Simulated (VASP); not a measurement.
Here is a VASP 6.6.1 calculation.

File INCAR:

```
SYSTEM = Ru5F
PREC = Accurate
ENCUT = 520
EDIFF = 1E-6
ISMEAR = 0
SIGMA = 0.1
LREAL = .FALSE.
LASPH = .TRUE.
NELM = 80
ALGO = Fast
ISIF = 2
LWAVE = .FALSE.
LCHARG = .FALSE.
LDIPOL = .TRUE.
IDIPOL = 3
DIPOL = 0.5 0.5 0.385
GGA = PE
NBANDS = 48
```

The input KPOINTS:

```
Automatic mesh
0
G
  12 12 1
  0 0 0
```

POSCAR

```
Ru5F
1.0
    2.7197977465      0.0000000000      0.0000000000
   -1.3598988732      2.3554139416      0.0000000000
    0.0000000000      0.0000000000     24.0359895925
Ru F
5 1
Direct
    0.6666666667      0.3333333333      0.1664171132
    0.3333333333      0.6666666667      0.2557968275
    0.6666666667      0.3333333333      0.3452060919
    0.3333333333      0.6666666667      0.4352311869
    0.6666666667      0.3333333333      0.5215507997
    1.3333333333      0.6666666667      0.5879788420
```

Potentials or basis: VASP PAW PBE potentials, release 64 (Ru_pv, F).

Run with:

```console
$ cat potpaw_PBE.64/Ru_pv/POTCAR potpaw_PBE.64/F/POTCAR > POTCAR
$ mpirun -np 1 vasp_std > vasp.out
```

Question: Predict the band gap on the k mesh.

Answer: Zero (an odd number of electrons rules out a gap without spin polarisation).

Question: Estimate the largest force.

Answer: 0.800 eV/Å.

Forces on the atoms (eV/Å):
```
Ru   0.000  0.000  0.750
Ru   0.000  0.000 -0.800
Ru   0.000  0.000 -0.016
Ru   0.000  0.000  0.196
Ru   0.000  0.000 -0.148
F    0.000  0.000  0.018
```
